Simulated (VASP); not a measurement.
Here is a VASP 6.6.1 calculation.

The input INCAR:

```
SYSTEM = BeTe
PREC = Accurate ; ENCUT = 600
EDIFF = 1E-7 ; ISMEAR = 0
SIGMA = 0.01 ; LREAL = .FALSE.
LASPH = .TRUE. ; NELM = 80
ALGO = Normal ; ISIF = 3
LWAVE = .FALSE. ; LCHARG = .FALSE.
IBRION = 2 ; NSW = 80
EDIFFG = -0.001
```

File KPOINTS:

```
regular mesh
0
G
  8 8 8
  0 0 0
```

POSCAR

```
BeTe
1.0
    0.0000000000      2.7773062588      2.7773062588
    2.7773062588      0.0000000000      2.7773062588
    2.7773062588      2.7773062588      0.0000000000
Be Te
1 1
Direct
    0.0000000000      0.0000000000      0.0000000000
    0.7500000000      0.7500000000      0.7500000000
```

Potentials or basis: VASP PAW LDA potentials, release 64 (Be, Te).

Run with:

```bash
$ cat potpaw_LDA.64/Be/POTCAR potpaw_LDA.64/Te/POTCAR > POTCAR
$ mpirun -np 1 vasp_std > vasp.out
```

(1) What does it give for the space group after relaxing (to 0.05 Å)?

(2) Predict the band gap on the k mesh.

Results:

(1) F-43m (No. 216).

(2) 1.78 eV, indirect (least direct gap 3.55 eV).

Caveat: spin-orbit coupling is left out, which moves the levels of the heavy elements.
